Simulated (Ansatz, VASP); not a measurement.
MgO in VASP and in Ansatz

Contents of POSCAR:

```
MgO
1.0
    0.0000000000      1.9840261827      2.1861978207
    1.9840261827      0.0000000000      2.1861978207
    1.9840261827      1.9840261827      0.0000000000
Mg O
1 1
Direct
    0.0000000000      0.0000000000      0.0000000000
    0.5000000000      0.5000000000      0.5000000000
```

File INCAR.step1:

```
SYSTEM = MgO
PREC = Accurate ; ENCUT = 520
ISMEAR = 0 ; SIGMA = 0.01
LREAL = .FALSE. ; LASPH = .TRUE.
NELM = 60 ; NBANDS = 11
GGA = PE ; ALGO = Normal
EDIFF = 1E-4 ; LWAVE = .TRUE.
LCHARG = .FALSE.
```

The input INCAR.step2:

```
SYSTEM = MgO
PREC = Accurate ; ENCUT = 520
EDIFF = 1E-6 ; ISMEAR = 0
SIGMA = 0.01 ; LREAL = .FALSE.
LASPH = .TRUE. ; NELM = 60
ALGO = Normal ; ISIF = 2
LWAVE = .FALSE. ; LCHARG = .FALSE.
METAGGA = R2SCAN ; LMIXTAU = .TRUE.
NBANDS = 11 ; ISTART = 1
```

The input KPOINTS:

```
Automatic mesh
0
G
  10 10 10
  0 0 0
```

Input for Ansatz:

```yaml
crystal:
  lattice:
    - [0.0, 1.9840261827, 2.1861978207]
    - [1.9840261827, 0.0, 2.1861978207]
    - [1.9840261827, 1.9840261827, 0.0]
  atoms:
    - { symbol: Mg, position: [0.0, 0.0, 0.0] }
    - { symbol: O, position: [0.5, 0.5, 0.5] }
kpoints:
  mp_grid: { grid: [10, 10, 10] }
  band_path:
    path:
      - [0.0, 0.0, 0.0]
      - [0.5, 0.0, 0.5]
      - [0.625, 0.25, 0.625]
      - [0.375, 0.375, 0.75]
      - [0.5, 0.5, 0.5]
      - [0.5, 0.25, 0.75]
    npoints: 1
hamiltonian:
  xc: r2scan
scf:
  occupations: { method: fixed }
  n_extra_bands: 4
output:
  forces: true
  stress: true
  eigenvalues: true
```

Change from the starting cell: epitaxial_xy strain -5.6%.

Alike in both runs: task single point; functional r2SCAN; k mesh 10 × 10 × 10; no spin polarisation.

|  | VASP | Ansatz |
| --- | --- | --- |
| version | VASP 6.6.1 | Ansatz 0.2.0 |
| potentials or method | VASP PAW PBE potentials, release 64 (Mg, O) | plane waves, PAW |
| plane-wave cutoff (eV) | 520 | 500 |
| occupations | gaussian, width 0.01 eV | fixed |
| valence electrons in the cell | 8 | 16 |

```csv
,VASP,Ansatz,Ansatz less VASP
gap on the k mesh at the Fermi level (eV),6.29,6.32,+0.026
pressure (GPa),17.7,18.7,+1.01
"traceless stress, the component that is largest in VASP (GPa)",-18.74,-18.66,+0.086
```

VASP's potentials were made for PBE, not for r2SCAN. VASP's potentials hold 8 valence electrons a cell and Ansatz's 16, so a difference there can come from the potentials and not from the codes.
